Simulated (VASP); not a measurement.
# Ir (Fm-3m) in VASP: single point with r2SCAN

Aim: the single point of Ir with r2SCAN.

All numbers are computed with VASP 6.6.1; they aren't measurements. Logs are shortened: lines on timing, memory, paths and dates and some standing lists are left out, and cuts for length are marked.

## Step 1: The cell of the first run

It takes space group Fm-3m (No. 225, cubic). Conventional cell: a = 3.831 Å, b = 3.831 Å, c = 3.831 Å, α = 90.00°, β = 90.00°, γ = 90.00°. Within 3.6 Å of Ir (site symmetry m-3m) lie 12 Ir at 2.71 Å.

## Step 2: Single point, r2SCAN

Contents of POSCAR:

```
Ir
1.0
    0.0000000000      1.9156000000      1.9156000000
    1.9156000000      0.0000000000      1.9156000000
    1.9156000000      1.9156000000      0.0000000000
Ir
1
Direct
    0.0000000000      0.0000000000      0.0000000000
```

Contents of INCAR.step1:

```
PREC = Accurate ; ENCUT = 620
ISMEAR = -1 ; SIGMA = 0.15
LREAL = False ; LASPH = True
NELM = 120 ; NBANDS = 14
GGA = PE ; ALGO = Normal
EDIFF = 1E-5 ; LWAVE = True
LCHARG = False ; GGA_COMPAT = False
```

Contents of INCAR.step2:

```
PREC = Accurate ; ENCUT = 620
EDIFF = 1E-6 ; ISMEAR = -1
SIGMA = 0.15 ; LREAL = False
LASPH = True ; NELM = 120
ALGO = Normal ; ISIF = 2
LWAVE = False ; LCHARG = False
METAGGA = R2SCAN ; LMIXTAU = True
NBANDS = 14 ; ISTART = 1
GGA_COMPAT = False
```

Contents of KPOINTS:

```
Automatic mesh
0
Gamma
  5 5 5
```

Potentials or basis: VASP PAW PBE potentials, release 64 (Ir_sv_GW).

Run with:

```bash
$ cat potpaw_PBE.64/Ir_sv_GW/POTCAR > POTCAR
$ cp INCAR.step1 INCAR
$ mpirun -np 1 vasp_std > vasp.out
$ cp INCAR.step2 INCAR
$ mpirun -np 1 vasp_std > vasp.out
```

OUTCAR:

```text
PREC = Accurate
   ENCUT = 620
   EDIFF = 1E-6
   ISMEAR = -1
   LREAL = False
   LASPH = True
   NELM = 120
   ISIF = 2
   METAGGA = R2SCAN
   ISTART = 1

 ion  position               nearest neighbor table
   1  0.000  0.000  0.000-

  LATTYP: Found a face centered cubic cell.
 ALAT       =     3.8312000000

  Lattice vectors:

 A1 = (   0.0000000000,   1.9156000000,   1.9156000000)
 A2 = (   1.9156000000,   0.0000000000,   1.9156000000)
 A3 = (   1.9156000000,   1.9156000000,   0.0000000000)

Analysis of symmetry for initial positions (statically):
=====================================================================
 Subroutine PRICEL returns:
 Original cell was already a primitive cell.

 Routine SETGRP: Setting up the symmetry group for a
 face centered cubic supercell.

 Subroutine GETGRP returns: Found 48 space group operations
 (whereof 48 operations were pure point group operations)
 out of a pool of 48 trial point group operations.

The static configuration has the point symmetry O_h .

Analysis of symmetry for dynamics (positions and initial velocities):
=====================================================================
 Subroutine PRICEL returns:
 Original cell was already a primitive cell.

 Routine SETGRP: Setting up the symmetry group for a
 face centered cubic supercell.

 Subroutine GETGRP returns: Found 48 space group operations
 (whereof 48 operations were pure point group operations)
 out of a pool of 48 trial point group operations.

The dynamic configuration has the point symmetry O_h .

 Subroutine INISYM returns: Found 48 space group operations
 (whereof 48 operations are pure point group operations),
 and found     1 'primitive' translations

----------------------------------------------------------------------------------------

                                     Primitive cell

  volume of cell :      14.0587

  direct lattice vectors                    reciprocal lattice vectors
     0.000000000  1.915600000  1.915600000    -0.261014826  0.261014826  0.261014826
     1.915600000  0.000000000  1.915600000     0.261014826 -0.261014826  0.261014826
     1.915600000  1.915600000  0.000000000     0.261014826  0.261014826 -0.261014826

  length of vectors
     2.709067500  2.709067500  2.709067500     0.452090940  0.452090940  0.452090940

[... 62 lines left out ...]
   NELM   =    120;   NELMIN=  2; NELMDL=  0     # of ELM steps
   EDIFF  = 0.1E-05   stopping-criterion for ELM
   LREAL  =      F    real-space projection
[... 7 lines left out ...]
   TEBEG  =    0.0;   TEEND  =   0.0 temperature during run
   PSTRESS=    0.0 pullay stress
   NELECT =      17.0000    total number of electrons
   NUPDOWN=      -1.0000    fix difference up-down
   EMIN   =  10.00;   EMAX   =-10.00  energy-range for DOS
   EFERMI =   0.00;   METHOD = LEGACY
   ISMEAR =    -1;   SIGMA  =   0.15  broadening in eV -4-tet -1-fermi 0-gaus
   EFERMI_NEDOS =   21; number of points for ismear=-14 and -15
   IALGO  =     38    algorithm
   IMIX   =      4    mixing-type and parameters
     AMIX     =   0.40;   BMIX     =  1.00
     AMIX_MAG =   1.60;   BMIX_MAG =  1.00
  volume/ion in A,a.u.               =      14.06        94.87
  Fermi-wavevector in a.u.,A,eV,Ry     =   1.744120  3.295909 41.388295  3.041954
  Thomas-Fermi vector in A             =   2.816061
   LORBIT       =      0    0 simple, 1 ext, 2 COOP (PROOUT), +10 PAW based schemes
   METAGGA = R2SCAN    functional components
   LHFCALC =     F    Hartree Fock is set to
   AEXX    =    0.0000 exact exchange contribution
   IVDW    =     0    specifies the selected vdW correction
   LEPSILON=     F    determine dielectric tensor
   LRPA    =     F    only Hartree local field effects (RPA)
 non-spin polarized calculation
  energy-cutoff  :      620.00
  volume of cell :       14.06
 maximum number of plane-waves:       531
 NGX is ok and might be reduce to    24
   NGX = 11   NGY = 11   NGZ = 11

 number of electron      17.0000000 magnetization

 Free energy of the ion-electron system (eV)
  ---------------------------------------------------
  ext. energy  EPLUGINS =         0.00000000
  ---------------------------------------------------
  free energy    TOTEN  =       -52.71952514 eV

  energy without entropy =      -52.59400007  energy(sigma->0) =      -52.65676260

 E-fermi :  13.1494     XC(G=0): -15.9481

 val. band max:       13.1110226395   @ k =  -0.4000   0.2000   0.0000
 cond. band min:      13.2374644503   @ k =   0.4000   0.0000   0.0000
 fundamental gap:      0.1264418108
 Fermi energy:        13.1493544694

 k-point     1 :       0.0000    0.0000    0.0000
  band No.  band energies     occupation
      1     -82.2918      2.00000
      2     -38.0780      2.00000
      3     -38.0780      2.00000
      4     -38.0780      2.00000
      5       1.2122      2.00000
      6       8.7567      2.00000
      7       8.7567      2.00000
      8       8.7567      2.00000
      9      11.4820      1.99997
     10      11.4820      1.99997
     11      26.9968      0.00000
     12      32.8641      0.00000
     13      32.8641      0.00000
     14      32.8641      0.00000
[... 139 lines left out ...]
      1     -82.1952      2.00000
      2     -38.7340      2.00000
      3     -38.5356      2.00000
      4     -38.3429      2.00000
      5       6.3724      2.00000
      6       6.9111      2.00000
      7       7.9940      2.00000
      8      11.4037      1.99998
      9      13.4478      0.24054
     10      18.1240      0.00000
     11      23.4367      0.00000
     12      24.7792      0.00000
     13      28.5483      0.00000
     14      36.8975      0.00000

------------------------ aborting loop because EDIFF is reached ----------------------------------------

  FORCE on cell =-STRESS in cart. coord.  units (eV):
  Direction    XX          YY          ZZ          XY          YZ          ZX
  --------------------------------------------------------------------------------------
  -------------------------------------------------------------------------------------
  Total        0.7557588      0.7557588      0.7557588     -0.0000000      0.0000000     -0.0000000
  in kB       86.1289793     86.1289793     86.1289793     -0.0000000      0.0000000     -0.0000000
  external PRESSURE =      86.1289793 kB  Pullay stress =       0.0000000 kB

 VOLUME and BASIS-vectors are now :
 -----------------------------------------------------------------------------
  energy-cutoff  :      620.00
  volume of cell :       14.06
      direct lattice vectors                 reciprocal lattice vectors
     0.000000000  1.915600000  1.915600000    -0.261014826  0.261014826  0.261014826
     1.915600000  0.000000000  1.915600000     0.261014826 -0.261014826  0.261014826
     1.915600000  1.915600000  0.000000000     0.261014826  0.261014826 -0.261014826

 POSITION                                       TOTAL-FORCE (eV/Angst)
 -----------------------------------------------------------------------------------
      0.00000      0.00000      0.00000         0.000000     -0.000000     -0.000000
 -----------------------------------------------------------------------------------
    total drift:                                0.000000      0.000000      0.000000

  FREE ENERGIE OF THE ION-ELECTRON SYSTEM (eV)
  ---------------------------------------------------
  free  energy   TOTEN  =       -52.7195251355 eV

  energy  without entropy=      -52.5940000718  energy(sigma->0) =      -52.65676260
```

OUTCAR.step1:

```text
PREC = Accurate
   ENCUT = 620
   ISMEAR = -1
   LREAL = False
   LASPH = True
   NELM = 120
[... 368 lines left out ...]
 POSITION                                       TOTAL-FORCE (eV/Angst)
 -----------------------------------------------------------------------------------
      0.00000      0.00000      0.00000         0.000000     -0.000000     -0.000000
 -----------------------------------------------------------------------------------
    total drift:                                0.000000      0.000000      0.000000

  FREE ENERGIE OF THE ION-ELECTRON SYSTEM (eV)
  ---------------------------------------------------
  free  energy   TOTEN  =        -9.2251835130 eV

  energy  without entropy=       -9.0957221649  energy(sigma->0) =       -9.16045284
```

Wall time 24 s (1 thread of Intel Xeon Platinum 8259CL at 2.50GHz (Skylake/Cascade Lake), shared host); peak memory 0.15 GiB.

What came out:

```
Free energy            : -52.7195 eV
Pressure               : 8.6 GPa
Band gap on the k mesh : zero (an odd number of electrons rules out a gap without spin polarisation)
```

Levels at points of the mesh, in eV from the Fermi level:
```
           k point  band 4  band 5  band 6  band 7  band 8  band 9  band 10  band 11  band 12  band 13
(0.00, 0.00, 0.00)  -51.23  -11.94   -4.39   -4.39   -4.39   -1.67    -1.67    13.85    19.71    19.71
```

Caveat: the k points lie up to 0.57 Å⁻¹ apart, too coarse for converged energies and pressures of a metal; the PAW data sets were made with another functional, which shifts forces and pressure a little; spin-orbit coupling is left out, which moves the levels of the heavy elements.

The gap in the log of VASP goes by the Fermi energy; the results here count the filled bands.